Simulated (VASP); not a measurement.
Input of a VASP 6.6.1 run:

The input INCAR:

```
ALGO = Normal
DIPOL = 0.5 0.5 0.326
EDIFF = 1E-6
ENCUT = 520
GGA = PE
IDIPOL = 3
ISIF = 2
ISMEAR = 0
ISPIN = 2
LASPH = T
LCHARG = F
LDIPOL = T
LORBIT = 11
LREAL = F
LWAVE = F
MAGMOM = 0 0 0 0 2
NBANDS = 32
NELM = 150
PREC = Accurate
SIGMA = 0.05
```

The input KPOINTS:

```
k-points
0
Gamma
  7 7 1
```

Contents of POSCAR:

```
Ga2As2C
1.0
    4.0629609260      0.0000000000      0.0000000000
    0.0000000000      4.0629609260      0.0000000000
    0.0000000000      0.0000000000     21.3904986572
As Ga C
2 2 1
Direct
    0.0000000000      0.5000000000      0.1869989131
    0.5000000000      0.0000000000      0.3264810857
    0.5000000000      0.5000000000      0.2541536641
    0.0000000000      0.0000000000      0.3922535324
    0.1666666667      0.0000000000      0.4684555895
```

Potentials or basis: VASP PAW PBE potentials, release 64 (As, Ga_d, C).

Run with:

```bash
$ cat potpaw_PBE.64/As/POTCAR potpaw_PBE.64/Ga_d/POTCAR potpaw_PBE.64/C/POTCAR > POTCAR
$ mpirun -np 1 vasp_std > vasp.out
```

Question: Predict the net moment.

Answer: 1.48 μB per cell.

Question: What does it give for the site moments?

Answer: As -0.02, -0.00; Ga +0.02, +0.13; C +0.66 μB.

Question: Estimate the largest force.

Answer: 3.553 eV/Å.

Forces in eV/Å, atoms in the order of the input:
```
As  -0.028  0.000  0.405
As   0.417  0.000 -0.086
Ga  -0.046  0.000 -0.283
Ga  -1.873  0.000 -3.020
C    1.529  0.000  2.985
```
